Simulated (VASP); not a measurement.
Wanted: the native input for a VASP 6.6.1 run.

* Task: relaxation of cell and atoms
* Functional: PBE
* Potentials or basis: VASP PAW PBE potentials, release 64 (Sr_sv, O)
* Cutoff: 600 eV
* k mesh: 8 × 8 × 8
* Occupations: fermi-dirac, width 0.02 eV
* Spin: no spin polarisation
* Dipole correction: no
* Further INCAR settings: ALGO = Normal; EDIFF = 1e-06; IBRION = 2; EDIFFG = -0.005; NSW = 80; ISIF = 3

The structure of SrO lies in POSCAR:

```
SrO
1.0
    0.0000000000      2.5529130000      2.5529130000
    2.5529130000      0.0000000000      2.5529130000
    2.5529130000      2.5529130000      0.0000000000
Sr O
1 1
Direct
    0.0000000000      0.0000000000      0.0000000000
    0.5000000000      0.5000000000      0.5000000000
```

These files were run (other wordings do the same):

INCAR

```
SYSTEM = SrO
PREC = Accurate
ENCUT = 600
EDIFF = 1E-6
ISMEAR = -1
SIGMA = 0.02
LREAL = .FALSE.
LASPH = .TRUE.
NELM = 100
ALGO = Normal
ISIF = 3
LWAVE = .FALSE.
LCHARG = .FALSE.
GGA = PE
IBRION = 2
NSW = 80
EDIFFG = -0.005
```

KPOINTS

```
Automatic mesh
0
G
  8 8 8
  0 0 0
```

Potentials or basis: VASP PAW PBE potentials, release 64 (Sr_sv, O).

The run is started by

```bash
$ cat potpaw_PBE.64/Sr_sv/POTCAR potpaw_PBE.64/O/POTCAR > POTCAR
$ mpirun -np 1 vasp_std > vasp.out
```

Results of the run:

The relaxed volume is 17.62 Å³/atom and the relaxed cell is a = 3.680 Å, b = 3.680 Å, c = 3.680 Å, α = 60.00°, β = 60.00°, γ = 60.00°. The space group after relaxing (to 0.05 Å) is Fm-3m (No. 225) and the energy gained by relaxing is 15.9 meV/atom. The ionic steps are 3, the pressure after relaxing is 0.0 GPa and the band gap on the k mesh is 3.28 eV, indirect (least direct gap 3.39 eV).

It took 32 s on 1 thread of Intel Xeon 6975P-C, with other jobs on the host, peak memory 0.18 GiB.
